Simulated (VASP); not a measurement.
# MgO (scan) (Fm-3m) in VASP: a series of runs

MgO (scan) is run at these levels: r2SCAN; tasks: single point, relaxation of cell and atoms.

Program: VASP 6.6.1. These are calculated values, not measurements. Logs are shortened: lines on timing, memory, paths and dates and some standing lists are left out, and cuts for length are marked.

**What was measured.**

From “Electronic structure of alkaline earth and post-transition metal oxides”, 2009, arxiv:0908.1581, for a bulk crystal of MgO: band gap 7.83 eV.

How close the calculation comes is told below.

## Step 1: The cell of the first run

It takes space group Fm-3m (No. 225, cubic). The conventional cell has a = 4.249 Å, b = 4.249 Å, c = 4.249 Å, α = 90.00°, β = 90.00°, γ = 90.00°. Mg (site symmetry m-3m) has 6 O at 2.12 Å within 2.8 Å. Within 2.8 Å of O (site symmetry m-3m) lie 6 Mg at 2.12 Å.

## Step 2: Single point, r2SCAN

The input, POSCAR:

```
MgO
1.0
    0.0000000000      2.1245000000      2.1245000000
    2.1245000000      0.0000000000      2.1245000000
    2.1245000000      2.1245000000      0.0000000000
Mg O
1 1
Direct
    0.0000000000      0.0000000000      0.0000000000
    0.5000000000      0.5000000000      0.5000000000
```

The input, INCAR.step1:

```
SYSTEM = MgO
  ALGO = Normal
  EDIFF = 1E-4
  ENCUT = 520
  GGA = PE
  ISMEAR = 0
  LASPH = .True.
  LCHARG = .False.
  LREAL = .False.
  LWAVE = .True.
  NBANDS = 11
  NELM = 60
  PREC = Accurate
  SIGMA = 0.1
```

The input, INCAR.step2:

```
SYSTEM = MgO
  ALGO = Normal
  EDIFF = 1E-6
  ENCUT = 520
  ISIF = 2
  ISMEAR = 0
  ISTART = 1
  LASPH = .True.
  LCHARG = .False.
  LMIXTAU = .True.
  LREAL = .False.
  LWAVE = .False.
  METAGGA = R2SCAN
  NBANDS = 11
  NELM = 60
  PREC = Accurate
  SIGMA = 0.1
```

The input, KPOINTS:

```
k-points
0
Gamma
  8 8 8
  0 0 0
```

Potentials or basis: VASP PAW PBE potentials, release 64 (Mg, O).

Launch:

```bash
cat potpaw_PBE.64/Mg/POTCAR potpaw_PBE.64/O/POTCAR > POTCAR
cp INCAR.step1 INCAR
mpirun -np 1 vasp_std > vasp.out
cp INCAR.step2 INCAR
mpirun -np 1 vasp_std > vasp.out
```

OUTCAR:

```text
SYSTEM = MgO
   EDIFF = 1E-6
   ENCUT = 520
   ISIF = 2
   ISMEAR = 0
   ISTART = 1
   LASPH = .True.
   LREAL = .False.
   METAGGA = R2SCAN
   NELM = 60
   PREC = Accurate

 ion  position               nearest neighbor table
   1  0.000  0.000  0.000-   2 2.12   2 2.12   2 2.12   2 2.12   2 2.12   2 2.12
   2  0.500  0.500  0.500-   1 2.12   1 2.12   1 2.12   1 2.12   1 2.12   1 2.12

  LATTYP: Found a face centered cubic cell.
 ALAT       =     4.2490000000

  Lattice vectors:

 A1 = (   0.0000000000,   2.1245000000,   2.1245000000)
 A2 = (   2.1245000000,   0.0000000000,   2.1245000000)
 A3 = (   2.1245000000,   2.1245000000,   0.0000000000)

Analysis of symmetry for initial positions (statically):
=====================================================================
 Subroutine PRICEL returns:
 Original cell was already a primitive cell.

 Routine SETGRP: Setting up the symmetry group for a
 face centered cubic supercell.

 Subroutine GETGRP returns: Found 48 space group operations
 (whereof 48 operations were pure point group operations)
 out of a pool of 48 trial point group operations.

The static configuration has the point symmetry O_h .

Analysis of symmetry for dynamics (positions and initial velocities):
=====================================================================
 Subroutine PRICEL returns:
 Original cell was already a primitive cell.

 Routine SETGRP: Setting up the symmetry group for a
 face centered cubic supercell.

 Subroutine GETGRP returns: Found 48 space group operations
 (whereof 48 operations were pure point group operations)
 out of a pool of 48 trial point group operations.

The dynamic configuration has the point symmetry O_h .

 Subroutine INISYM returns: Found 48 space group operations
 (whereof 48 operations are pure point group operations),
 and found     1 'primitive' translations

----------------------------------------------------------------------------------------

                                     Primitive cell

  volume of cell :      19.1779

  direct lattice vectors                    reciprocal lattice vectors
     0.000000000  2.124500000  2.124500000    -0.235349494  0.235349494  0.235349494
     2.124500000  0.000000000  2.124500000     0.235349494 -0.235349494  0.235349494
     2.124500000  2.124500000  0.000000000     0.235349494  0.235349494 -0.235349494

  length of vectors
     3.004496713  3.004496713  3.004496713     0.407637281  0.407637281  0.407637281

  position of ions in fractional coordinates (direct lattice)
     0.000000000  0.000000000  0.000000000
     0.500000000  0.500000000  0.500000000

  ion indices of the primitive-cell ions
   primitive index   ion index
                 1           1
                 2           2

----------------------------------------------------------------------------------------

 KPOINTS: k-points

Automatic generation of k-mesh.
 Grid dimensions read from file:
 generate k-points for:    8    8    8

 Generating k-lattice:

  Cartesian coordinates                     Fractional coordinates (reciprocal lattice)
    -0.029418687  0.029418687  0.029418687     0.125000000  0.000000000  0.000000000
     0.029418687 -0.029418687  0.029418687     0.000000000  0.125000000  0.000000000
     0.029418687  0.029418687 -0.029418687     0.000000000  0.000000000  0.125000000

  Length of vectors
     0.050954660  0.050954660  0.050954660

  Shift w.r.t. Gamma in fractional coordinates (k-lattice)
     0.000000000  0.000000000  0.000000000

 Subroutine IBZKPT returns following result:
 ===========================================

 Found     29 irreducible k-points:

 Following reciprocal coordinates:
            Coordinates               Weight
  0.000000  0.000000  0.000000      1.000000
  0.125000  0.000000  0.000000      8.000000
  0.250000  0.000000  0.000000      8.000000
  0.375000  0.000000  0.000000      8.000000
  0.500000  0.000000  0.000000      4.000000
  0.125000  0.125000  0.000000      6.000000
[... 16 lines left out ...]
  0.500000  0.250000  0.125000     48.000000
 -0.375000  0.250000  0.125000     24.000000
 [... further k-points ...]
   k-points           NKPTS =     29   k-points in BZ     NKDIM =     29   number of bands    NBANDS=     11
   number of dos      NEDOS =    301   number of ions     NIONS =      2
   total plane-waves  NPLWV =  13824
   dimension x,y,z NGX =    24 NGY =   24 NGZ =   24
   dimension x,y,z NGXF=    48 NGYF=   48 NGZF=   48
   ions per type =               1   1
   NGX,Y,Z   is equivalent  to a cutoff of  13.28, 13.28, 13.28 a.u.
   NGXF,Y,Z  is equivalent  to a cutoff of  26.56, 26.56, 26.56 a.u.
 SYSTEM =  MgO
   PREC   = accura    normal or accurate (medium, high low for compatibility)
   ISTART =      1    job   : 0-new  1-cont  2-samecut
   ICHARG =      0    charge: 1-file 2-atom 10-const
   ISPIN  =      1    spin polarized calculation?
   LNONCOLLINEAR =      F non collinear calculations
   LSORBIT =      F    spin-orbit coupling
   LASPH  =      T    aspherical Exc in radial PAW
   ENCUT  =  520.0 eV  38.22 Ry    6.18 a.u.   5.59  5.59  5.59*2*pi/ulx,y,z
   NELM   =     60;   NELMIN=  2; NELMDL=  0     # of ELM steps
   EDIFF  = 0.1E-05   stopping-criterion for ELM
   LREAL  =      F    real-space projection
   EDIFFG = 0.1E-04   stopping-criterion for IOM
   NSW    =      0    number of steps for IOM
   IBRION =     -1    ionic relax: 0-MD 1-quasi-New 2-CG
   NFREE  =      0    steps in history (QN), initial steepest desc. (CG)
   ISIF   =      2    stress and relaxation
   ISYM   =      2    0-nonsym 1-usesym 2-fastsym
   POTIM  = 0.5000    time-step for ionic-motion
   TEBEG  =    0.0;   TEEND  =   0.0 temperature during run
   PSTRESS=    0.0 pullay stress
   NELECT =       8.0000    total number of electrons
   NUPDOWN=      -1.0000    fix difference up-down
   EMIN   =  10.00;   EMAX   =-10.00  energy-range for DOS
   EFERMI =   0.00;   METHOD = LEGACY
   ISMEAR =     0;   SIGMA  =   0.10  broadening in eV -4-tet -1-fermi 0-gaus
   EFERMI_NEDOS =   21; number of points for ismear=-14 and -15
   IALGO  =     38    algorithm
   IMIX   =      4    mixing-type and parameters
     AMIX     =   0.40;   BMIX     =  1.00
     AMIX_MAG =   1.60;   BMIX_MAG =  1.00
  volume/ion in A,a.u.               =       9.59        64.71
  Fermi-wavevector in a.u.,A,eV,Ry     =   1.223221  2.311552 20.357968  1.496268
  Thomas-Fermi vector in A             =   2.358339
   LORBIT       =      0    0 simple, 1 ext, 2 COOP (PROOUT), +10 PAW based schemes
   METAGGA = R2SCAN    functional components
   LHFCALC =     F    Hartree Fock is set to
   AEXX    =    0.0000 exact exchange contribution
   IVDW    =     0    specifies the selected vdW correction
   LEPSILON=     F    determine dielectric tensor
   LRPA    =     F    only Hartree local field effects (RPA)
 non-spin polarized calculation
 Gauss-broadening in eV      SIGMA  =   0.10
  energy-cutoff  :      520.00
  volume of cell :       19.18
 maximum number of plane-waves:       534
 NGX is ok and might be reduce to    24
   NGX = 11   NGY = 11   NGZ = 11

 number of electron       8.0000004 magnetization

 Free energy of the ion-electron system (eV)
  ---------------------------------------------------
  ext. energy  EPLUGINS =         0.00000000
  ---------------------------------------------------
  free energy    TOTEN  =       -16.14820198 eV

  energy without entropy =      -16.14820198  energy(sigma->0) =      -16.14820198

 E-fermi :   3.0184     XC(G=0): -11.4609

 val. band max:        2.5866398568   @ k =   0.0000   0.0000   0.0000
 cond. band min:       7.9298567115   @ k =   0.0000   0.0000   0.0000
 fundamental gap:      5.3432168547
 Fermi energy:         3.0183708889

 k-point     1 :       0.0000    0.0000    0.0000
  band No.  band energies     occupation
      1     -15.4824      2.00000
      2       2.5866      2.00000
      3       2.5866      2.00000
      4       2.5866      2.00000
      5       7.9299      0.00000
      6      19.2648      0.00000
      7      19.2648      0.00000
      8      19.2648      0.00000
      9      23.3358      0.00000
     10      25.0754      0.00000
     11      25.0754      0.00000

 k-point     2 :       0.1250    0.0000    0.0000
  band No.  band energies     occupation
      1     -15.3296      2.00000
      2       1.6720      2.00000
      3       2.4855      2.00000
      4       2.4855      2.00000
      5       8.8313      0.00000
      6      17.6000      0.00000
      7      19.6270      0.00000
      8      19.6270      0.00000
      9      24.0724      0.00000
     10      24.0724      0.00000
     11      25.4833      0.00000

 k-point     3 :       0.2500    0.0000    0.0000
  band No.  band energies     occupation
      1     -14.9349      2.00000
      2       0.0024      2.00000
      3       2.2517      2.00000
      4       2.2517      2.00000
      5      10.3210      0.00000
      6      16.0425      0.00000
      7      20.1104      0.00000
      8      20.1104      0.00000
      9      23.6884      0.00000
     10      23.6884      0.00000
     11      25.6149      0.00000

 k-point     4 :       0.3750    0.0000    0.0000
  band No.  band energies     occupation
      1     -14.4962      2.00000
      2      -1.3751      2.00000
      3       2.0312      2.00000
      4       2.0312      2.00000
      5      11.0965      0.00000
      6      15.8424      0.00000
      7      19.9099      0.00000
      8      19.9099      0.00000
      9      24.8481      0.00000
     10      25.0814      0.00000
     11      25.0814      0.00000

 k-point     5 :       0.5000    0.0000    0.0000
  band No.  band energies     occupation
      1     -14.2978      2.00000
      2      -1.9086      2.00000
      3       1.9432      2.00000
      4       1.9432      2.00000
      5      11.2124      0.00000
      6      16.0823      0.00000
      7      19.7311      0.00000
      8      19.7311      0.00000
      9      24.5509      0.00000
     10      26.2100      0.00000
     11      26.2100      0.00000
[... 211 lines left out ...]
 k-point    21 :       0.5000    0.5000    0.0000
  band No.  band energies     occupation
      1     -14.0573      2.00000
      2      -1.4070      2.00000
      3       1.2491      2.00000
      4       1.2491      2.00000
      5      12.5795      0.00000
      6      13.3542      0.00000
      7      16.5842      0.00000
      8      22.5427      0.00000
      9      22.5427      0.00000
     10      28.7207      0.00000
     11      30.5060      0.00000

 k-point    22 :       0.3750    0.2500    0.1250
  band No.  band energies     occupation
      1     -14.6540      2.00000
      2      -0.3503      2.00000
      3       1.4621      2.00000
      4       1.9819      2.00000
      5      11.7534      0.00000
      6      14.9482      0.00000
      7      18.5353      0.00000
      8      21.0427      0.00000
      9      21.6172      0.00000
     10      26.0678      0.00000
     11      29.4921      0.00000

 k-point    23 :       0.5000    0.2500    0.1250
  band No.  band energies     occupation
      1     -14.3097      2.00000
      2      -1.0245      2.00000
      3       0.9044      2.00000
      4       1.7336      2.00000
      5      12.8158      0.00000
      6      15.1017      0.00000
      7      17.3688      0.00000
      8      20.6198      0.00000
      9      23.2221      0.00000
     10      26.0285      0.00000
     11      29.7043      0.00000

 k-point    24 :      -0.3750    0.2500    0.1250
  band No.  band energies     occupation
      1     -14.1581      2.00000
      2      -1.3078      2.00000
      3       0.7029      2.00000
      4       1.6157      2.00000
      5      13.0165      0.00000
      6      15.6591      0.00000
      7      16.9391      0.00000
      8      20.3582      0.00000
      9      24.0339      0.00000
     10      25.7157      0.00000
     11      29.8634      0.00000

 [... further k-points ...]
[... 5 lines left out ...]
  --------------------------------------------------------------------------------------
  -------------------------------------------------------------------------------------
  Total       -0.7267355     -0.7267355     -0.7267355     -0.0000000      0.0000000      0.0000000
  in kB      -60.7137113    -60.7137113    -60.7137113     -0.0000000      0.0000000      0.0000000
  external PRESSURE =     -60.7137113 kB  Pullay stress =       0.0000000 kB

 VOLUME and BASIS-vectors are now :
 -----------------------------------------------------------------------------
  energy-cutoff  :      520.00
  volume of cell :       19.18
      direct lattice vectors                 reciprocal lattice vectors
     0.000000000  2.124500000  2.124500000    -0.235349494  0.235349494  0.235349494
     2.124500000  0.000000000  2.124500000     0.235349494 -0.235349494  0.235349494
     2.124500000  2.124500000  0.000000000     0.235349494  0.235349494 -0.235349494

 POSITION                                       TOTAL-FORCE (eV/Angst)
 -----------------------------------------------------------------------------------
      0.00000      0.00000      0.00000        -0.000000      0.000000      0.000000
      2.12450      2.12450      2.12450         0.000000     -0.000000     -0.000000
 -----------------------------------------------------------------------------------
    total drift:                               -0.000000     -0.000000      0.000000

  FREE ENERGIE OF THE ION-ELECTRON SYSTEM (eV)
  ---------------------------------------------------
  free  energy   TOTEN  =       -16.1482019783 eV

  energy  without entropy=      -16.1482019783  energy(sigma->0) =      -16.14820198
```

Run time: 11 s. Hardware: 1 thread of Intel Xeon 6975P-C (Granite Rapids), shared host; peak memory 0.14 GiB.

What came out:

```yaml
Free_energy: -16.1482 eV
Pressure: -6.1 GPa
Band_gap_on_the_k_mesh: 5.34 eV, direct
```

Caveat: the PAW data sets were made with another functional, which shifts forces and pressure a little.

(Part 1 of 2 ends here.)
